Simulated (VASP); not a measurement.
# Si2Ni (Fm-3m) in VASP: notebook

Runs on Si2Ni. Level: LDA. Tasks: single point.

Everything below comes from runs of VASP 6.6.1. Logs are shortened: lines on timing, memory, paths and dates and some standing lists are left out, and cuts for length are marked.

## 1. The cell of the first run

It takes space group Fm-3m (No. 225, cubic). Conventional cell: a = 5.654 Å, b = 5.654 Å, c = 5.654 Å, α = 90.00°, β = 90.00°, γ = 90.00°. Si (site symmetry -43m) has 4 Ni at 2.45 Å and 6 Si at 2.83 Å within 3.2 Å. Within 3.2 Å of Ni (site symmetry m-3m) lie 8 Si at 2.45 Å.

## 2. Single point, LDA, collinear spin, ferromagnetic start (15.07 Å³/atom)

The input, INCAR:

```
SYSTEM = Si2Ni
PREC     = Accurate       ! precision mode
ENCUT    = 520            ! plane-wave cutoff, eV
EDIFF    = 1E-6           ! SCF threshold, eV
ISMEAR   = 0              ! smearing method
SIGMA    = 0.15           ! smearing width, eV
LREAL    = .False.        ! projectors in reciprocal space
LASPH    = .True.         ! aspherical terms in the spheres
NELM     = 150            ! most SCF steps
ALGO     = Normal         ! electronic algorithm
ISIF     = 2              ! what is computed and relaxed
LWAVE    = .False.        ! write WAVECAR
LCHARG   = .False.        ! write CHGCAR
ISPIN    = 2              ! spin polarisation
MAGMOM   = 0 0 0.5        ! initial moments
LORBIT   = 11             ! projections on sites
NUPDOWN  = 0.5            ! fixed moment
LMAXMIX  = 4              ! l up to which the mixer works
NBANDS   = 20             ! bands
```

The input, KPOINTS:

```
Automatic mesh
0
Gamma
  14 14 14
  0 0 0
```

The input, POSCAR:

```
Si2Ni
1.0
    0.0000000000      2.8272425872      2.8272425872
    2.8272425872      0.0000000000      2.8272425872
    2.8272425872      2.8272425872      0.0000000000
Si Ni
2 1
Direct
    0.2500000000      0.2500000000      0.2500000000
    0.7500000000      0.7500000000      0.7500000000
    0.0000000000      0.0000000000      0.0000000000
```

Potentials or basis: VASP PAW LDA potentials, release 64 (Si, Ni).

On the command line:

```console
> cat potpaw_LDA.64/Si/POTCAR potpaw_LDA.64/Ni/POTCAR > POTCAR
> mpirun -np 1 vasp_std > vasp.out
```

OUTCAR:

```text
SYSTEM = Si2Ni
   PREC = Accurate
   ENCUT = 520
   EDIFF = 1E-6
   ISMEAR = 0
   LREAL = .False.
   LASPH = .True.
   NELM = 150
   ISIF = 2
   ISPIN = 2
   LORBIT = 11
   NUPDOWN = 0.5

 ion  position               nearest neighbor table
   1  0.250  0.250  0.250-   3 2.45   3 2.45   3 2.45   3 2.45   2 2.83   2 2.83   2 2.83   2 2.83
                             2 2.83   2 2.83
   2  0.750  0.750  0.750-   3 2.45   3 2.45   3 2.45   3 2.45   1 2.83   1 2.83   1 2.83   1 2.83
                             1 2.83   1 2.83
   3  0.000  0.000  0.000-   2 2.45   2 2.45   2 2.45   1 2.45   2 2.45   1 2.45   1 2.45   1 2.45

  LATTYP: Found a face centered cubic cell.
 ALAT       =     5.6544851744

  Lattice vectors:

 A1 = (   0.0000000000,   2.8272425872,   2.8272425872)
 A2 = (   2.8272425872,   0.0000000000,   2.8272425872)
 A3 = (   2.8272425872,   2.8272425872,   0.0000000000)

Analysis of symmetry for initial positions (statically):
=====================================================================
 Subroutine PRICEL returns:
 Original cell was already a primitive cell.

 Routine SETGRP: Setting up the symmetry group for a
 face centered cubic supercell.

 Subroutine GETGRP returns: Found 48 space group operations
 (whereof 48 operations were pure point group operations)
 out of a pool of 48 trial point group operations.

The static configuration has the point symmetry O_h .

Analysis of symmetry for dynamics (positions and initial velocities):
=====================================================================
 Subroutine PRICEL returns:
 Original cell was already a primitive cell.

 Routine SETGRP: Setting up the symmetry group for a
 face centered cubic supercell.

 Subroutine GETGRP returns: Found 48 space group operations
 (whereof 48 operations were pure point group operations)
 out of a pool of 48 trial point group operations.

The dynamic configuration has the point symmetry O_h .

Analysis of structural, dynamic, and magnetic symmetry:
=====================================================================
 Subroutine PRICEL returns:
 Original cell was already a primitive cell.

 Routine SETGRP: Setting up the symmetry group for a
 face centered cubic supercell.

 Subroutine GETGRP returns: Found 48 space group operations
 (whereof 48 operations were pure point group operations)
 out of a pool of 48 trial point group operations.

The overall configuration has the point symmetry O_h .

 Subroutine INISYM returns: Found 48 space group operations
 (whereof 48 operations are pure point group operations),
 and found     1 'primitive' translations

----------------------------------------------------------------------------------------

                                     Primitive cell

  volume of cell :      45.1980

  direct lattice vectors                    reciprocal lattice vectors
     0.000000000  2.827242587  2.827242587    -0.176850760  0.176850760  0.176850760
     2.827242587  0.000000000  2.827242587     0.176850760 -0.176850760  0.176850760
     2.827242587  2.827242587  0.000000000     0.176850760  0.176850760 -0.176850760

  length of vectors
     3.998324811  3.998324811  3.998324811     0.306314502  0.306314502  0.306314502

  position of ions in fractional coordinates (direct lattice)
     0.250000000  0.250000000  0.250000000
     0.750000000  0.750000000  0.750000000
     0.000000000  0.000000000  0.000000000

  ion indices of the primitive-cell ions
   primitive index   ion index
                 1           1
                 2           2
                 3           3

----------------------------------------------------------------------------------------

 KPOINTS: Automatic mesh

Automatic generation of k-mesh.
 Grid dimensions read from file:
 generate k-points for:   14   14   14

 Generating k-lattice:

  Cartesian coordinates                     Fractional coordinates (reciprocal lattice)
    -0.012632197  0.012632197  0.012632197     0.071428571  0.000000000  0.000000000
     0.012632197 -0.012632197  0.012632197     0.000000000  0.071428571  0.000000000
     0.012632197  0.012632197 -0.012632197     0.000000000  0.000000000  0.071428571

  Length of vectors
     0.021879607  0.021879607  0.021879607

  Shift w.r.t. Gamma in fractional coordinates (k-lattice)
     0.000000000  0.000000000  0.000000000

 Subroutine IBZKPT returns following result:
 ===========================================

 Found    104 irreducible k-points:

 Following reciprocal coordinates:
            Coordinates               Weight
  0.000000  0.000000  0.000000      1.000000
  0.071429  0.000000  0.000000      8.000000
  0.142857  0.000000  0.000000      8.000000
  0.214286  0.000000  0.000000      8.000000
  0.285714  0.000000  0.000000      8.000000
  0.357143  0.000000  0.000000      8.000000
[... 16 lines left out ...]
  0.214286  0.142857  0.000000     24.000000
  0.285714  0.142857  0.000000     24.000000
 [... further k-points ...]
   k-points           NKPTS =    104   k-points in BZ     NKDIM =    104   number of bands    NBANDS=     20
   number of dos      NEDOS =    301   number of ions     NIONS =      3
   total plane-waves  NPLWV =  27000
   dimension x,y,z NGX =    30 NGY =   30 NGZ =   30
   dimension x,y,z NGXF=    60 NGYF=   60 NGZF=   60
   ions per type =               2   1
   NGX,Y,Z   is equivalent  to a cutoff of  12.47, 12.47, 12.47 a.u.
   NGXF,Y,Z  is equivalent  to a cutoff of  24.95, 24.95, 24.95 a.u.
 SYSTEM =  Si2Ni
   PREC   = accura    normal or accurate (medium, high low for compatibility)
   ISTART =      0    job   : 0-new  1-cont  2-samecut
   ICHARG =      2    charge: 1-file 2-atom 10-const
   ISPIN  =      2    spin polarized calculation?
   LNONCOLLINEAR =      F non collinear calculations
   LSORBIT =      F    spin-orbit coupling
   LASPH  =      T    aspherical Exc in radial PAW
   ENCUT  =  520.0 eV  38.22 Ry    6.18 a.u.   7.43  7.43  7.43*2*pi/ulx,y,z
   NELM   =    150;   NELMIN=  2; NELMDL= -5     # of ELM steps
   EDIFF  = 0.1E-05   stopping-criterion for ELM
   LREAL  =      F    real-space projection
   EDIFFG = 0.1E-04   stopping-criterion for IOM
   NSW    =      0    number of steps for IOM
   IBRION =     -1    ionic relax: 0-MD 1-quasi-New 2-CG
   NFREE  =      0    steps in history (QN), initial steepest desc. (CG)
   ISIF   =      2    stress and relaxation
   ISYM   =      2    0-nonsym 1-usesym 2-fastsym
   POTIM  = 0.5000    time-step for ionic-motion
   TEBEG  =    0.0;   TEEND  =   0.0 temperature during run
   PSTRESS=    0.0 pullay stress
   NELECT =      18.0000    total number of electrons
   NUPDOWN=       0.5000    fix difference up-down
   EMIN   =  10.00;   EMAX   =-10.00  energy-range for DOS
   EFERMI =   0.00;   METHOD = LEGACY
   ISMEAR =     0;   SIGMA  =   0.15  broadening in eV -4-tet -1-fermi 0-gaus
   EFERMI_NEDOS =   21; number of points for ismear=-14 and -15
   IALGO  =     38    algorithm
   IMIX   =      4    mixing-type and parameters
     AMIX     =   0.40;   BMIX     =  1.00
     AMIX_MAG =   1.60;   BMIX_MAG =  1.00
  volume/ion in A,a.u.               =      15.07       101.67
  Fermi-wavevector in a.u.,A,eV,Ry     =   1.204461  2.276100 19.738316  1.450725
  Thomas-Fermi vector in A             =   2.340185
   LORBIT       =     11    0 simple, 1 ext, 2 COOP (PROOUT), +10 PAW based schemes
   GGA     = CA    functional components
   LHFCALC =     F    Hartree Fock is set to
   AEXX    =    0.0000 exact exchange contribution
   IVDW    =     0    specifies the selected vdW correction
   LEPSILON=     F    determine dielectric tensor
   LRPA    =     F    only Hartree local field effects (RPA)
 spin polarized calculation
 Gauss-broadening in eV      SIGMA  =   0.15
  energy-cutoff  :      520.00
  volume of cell :       45.20
 maximum number of plane-waves:      1243
 NGX is ok and might be reduce to    30
   NGX = 15   NGY = 15   NGZ = 15

 number of electron      17.9999997 magnetization       0.5000000

 Free energy of the ion-electron system (eV)
  ---------------------------------------------------
  ext. energy  EPLUGINS =         0.00000000
  ---------------------------------------------------
  free energy    TOTEN  =       -19.33548077 eV

  energy without entropy =      -19.32339953  energy(sigma->0) =      -19.32944015

 E-fermi :   7.8649     XC(G=0): -11.1574

 val. band max:        8.6697596774   @ k =   0.1429   0.0714   0.0000
 cond. band min:       7.8700783743   @ k =   0.3571   0.0714   0.0000
 fundamental gap:     -0.7996813031
 Fermi energy:         8.6705902711

 spin component 1

 k-point     1 :       0.0000    0.0000    0.0000
  band No.  band energies     occupation
      1      -4.1839      1.00000
      2       3.9488      1.00000
      3       3.9488      1.00000
      4       3.9488      1.00000
      5       5.5015      1.00000
      6       5.5015      1.00000
[... 12 lines left out ...]
     19      16.9014      0.00000
     20      19.1804      0.00000

 k-point     2 :       0.0714    0.0000    0.0000
  band No.  band energies     occupation
      1      -4.1158      1.00000
      2       3.7600      1.00000
      3       3.9703      1.00000
      4       3.9703      1.00000
      5       5.4897      1.00000
      6       5.4897      1.00000
[... 12 lines left out ...]
     19      17.2232      0.00000
     20      19.4377      0.00000
[... 465 lines left out ...]
      3       4.0221      1.00000
      4       4.0433      1.00000
      5       5.1664      1.00000
      6       5.5780      1.00000
[... 12 lines left out ...]
     19      19.3621      0.00000
     20      21.7186      0.00000

 k-point    24 :       0.2857    0.1429    0.0000
  band No.  band energies     occupation
      1      -3.1991      1.00000
      2       2.2659      1.00000
      3       4.0936      1.00000
      4       4.1321      1.00000
      5       5.0474      1.00000
      6       5.5970      1.00000
[... 12 lines left out ...]
     19      20.6933      0.00000
     20      22.3329      0.00000

 [... further k-points ...]

 spin component 2

 k-point     1 :       0.0000    0.0000    0.0000
  band No.  band energies     occupation
      1      -4.0792      1.00000
      2       4.1342      1.00000
      3       4.1342      1.00000
      4       4.1342      1.00000
      5       5.6756      1.00000
      6       5.6756      1.00000
[... 12 lines left out ...]
     19      16.9854      0.00000
     20      19.2745      0.00000

 k-point     2 :       0.0714    0.0000    0.0000
  band No.  band energies     occupation
      1      -4.0111      1.00000
      2       3.9364      1.00000
      3       4.1559      1.00000
      4       4.1559      1.00000
      5       5.6634      1.00000
      6       5.6634      1.00000
[... 12 lines left out ...]
     19      17.3079      0.00000
     20      19.5325      0.00000
[... 465 lines left out ...]
      3       4.1994      1.00000
      4       4.2229      1.00000
      5       5.3280      1.00000
      6       5.7540      1.00000
[... 12 lines left out ...]
     19      19.4474      0.00000
     20      21.8241      0.00000

 k-point    24 :       0.2857    0.1429    0.0000
  band No.  band energies     occupation
      1      -3.0937      1.00000
      2       2.4039      1.00000
      3       4.2688      1.00000
      4       4.3122      1.00000
      5       5.2039      1.00000
      6       5.7750      1.00000
[... 12 lines left out ...]
     19      20.7805      0.00000
     20      22.4483      0.00000

 [... further k-points ...]

------------------------ aborting loop because EDIFF is reached ----------------------------------------

  FORCE on cell =-STRESS in cart. coord.  units (eV):
  Direction    XX          YY          ZZ          XY          YZ          ZX
  --------------------------------------------------------------------------------------
  -------------------------------------------------------------------------------------
  Total       -5.1347227     -5.1347227     -5.1347227      0.0000000     -0.0000000     -0.0000000
  in kB     -182.0154946   -182.0154946   -182.0154946      0.0000000     -0.0000000     -0.0000000
  external PRESSURE =    -182.0154946 kB  Pullay stress =       0.0000000 kB

 VOLUME and BASIS-vectors are now :
 -----------------------------------------------------------------------------
  energy-cutoff  :      520.00
  volume of cell :       45.20
      direct lattice vectors                 reciprocal lattice vectors
     0.000000000  2.827242587  2.827242587    -0.176850760  0.176850760  0.176850760
     2.827242587  0.000000000  2.827242587     0.176850760 -0.176850760  0.176850760
     2.827242587  2.827242587  0.000000000     0.176850760  0.176850760 -0.176850760

 POSITION                                       TOTAL-FORCE (eV/Angst)
 -----------------------------------------------------------------------------------
      1.41362      1.41362      1.41362         0.000000      0.000000      0.000000
      4.24086      4.24086      4.24086        -0.000000     -0.000000     -0.000000
      0.00000      0.00000      0.00000         0.000000      0.000000      0.000000
 -----------------------------------------------------------------------------------
    total drift:                                0.000000     -0.000000     -0.000000

  FREE ENERGIE OF THE ION-ELECTRON SYSTEM (eV)
  ---------------------------------------------------
  free  energy   TOTEN  =       -19.3354807708 eV

  energy  without entropy=      -19.3233995334  energy(sigma->0) =      -19.32944015

 total charge

# of ion       s       p       d       tot
------------------------------------------
    1        0.777   0.763   0.000   1.540
    2        0.777   0.763   0.000   1.540
    3        0.503   0.619   8.405   9.527
--------------------------------------------------
tot          2.056   2.145   8.405  12.606

 magnetization (x)

# of ion       s       p       d       tot
------------------------------------------
    1        0.032   0.028   0.000   0.060
    2        0.032   0.028   0.000   0.060
    3        0.003   0.026   0.220   0.248
--------------------------------------------------
tot          0.067   0.081   0.220   0.368
```

Wall time 6.4 min (1 thread of AMD EPYC 7R13, shared host); peak memory 0.23 GiB.

Results:

* Free energy: -19.3355 eV
* Pressure: -18.2 GPa
* Net moment: 0.50 μB per cell
* Site moments: Si +0.06; Ni +0.25 μB
* Valence electrons inside the program's atomic spheres: Si 1.54; Ni 9.53

Caveat: the cell stands under tension; the total moment is fixed, so each spin has its own Fermi level and the state may be an excited one.

[end of part 1 of 2]
